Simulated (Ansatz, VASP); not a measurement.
## One calculation of MgO, two programs

INCAR

```
  PREC = Accurate
  ENCUT = 600
  EDIFF = 1E-6
  ISMEAR = -1
  SIGMA = 0.05
  LREAL = False
  LASPH = True
  NELM = 120
  ALGO = Normal
  ISIF = 2
  LWAVE = False
  LCHARG = False
  GGA = CA
  NBANDS = 11
  GGA_COMPAT = False
```

File KPOINTS:

```
regular mesh
0
Gamma
  15 15 15
```

Contents of POSCAR:

```
MgO
1.0
    0.0000000000      1.8639257872      1.8639257872
    1.8639257872      0.0000000000      1.8639257872
    1.8639257872      1.8639257872      0.0000000000
Mg O
1 1
Direct
    0.0000000000      0.0000000000      0.0000000000
    0.5000000000      0.5000000000      0.5000000000
```

Input for Ansatz:

```yaml
crystal:
  lattice:
    - [0.0, 1.8639257872, 1.8639257872]
    - [1.8639257872, 0.0, 1.8639257872]
    - [1.8639257872, 1.8639257872, 0.0]
  atoms:
    - { symbol: Mg, position: [0.0, 0.0, 0.0] }
    - { symbol: O, position: [0.5, 0.5, 0.5] }
kpoints:
  mp_grid: { grid: [15, 15, 15] }
scf:
  occupations: { method: fermi_dirac, width: 0.05 }
hamiltonian:
  xc: lda
  pseudopotentials: { kind: all_electron, lapw: { basis_error: 0.001 } }
output:
  forces: true
  stress: true
  eigenvalues: true
  populations: true
```

Change from the starting cell: volume scaled by 0.72, LAPW.

Alike in both runs: task single point; functional LDA; k mesh 15 × 15 × 15; occupations fermi-dirac, width 0.05 eV; no spin polarisation.

|  | VASP | Ansatz |
| --- | --- | --- |
| version | VASP 6.6.1 | Ansatz 0.2.0 |
| potentials or method | VASP PAW LDA potentials, release 64 (Mg, O), cutoff 600 eV | all-electron LAPW, scalar-relativistic |

|  | VASP | Ansatz | Ansatz less VASP |
| --- | --- | --- | --- |
| gap on the k mesh at the Fermi level (eV) | 8.98 | 9.03 | +0.049 |
| pressure (GPa) | 110.7 | 112.3 | +1.56 |

LDA's correlation is that of Perdew and Zunger in VASP and of Perdew and Wang (1992) in Ansatz. Both programs put the cell under a high pressure, so it lies far from rest at this level. Ansatz ran all-electron here, and VASP with PAW potentials.

Noted on VASP's run: the cell as given lies far from equilibrium.
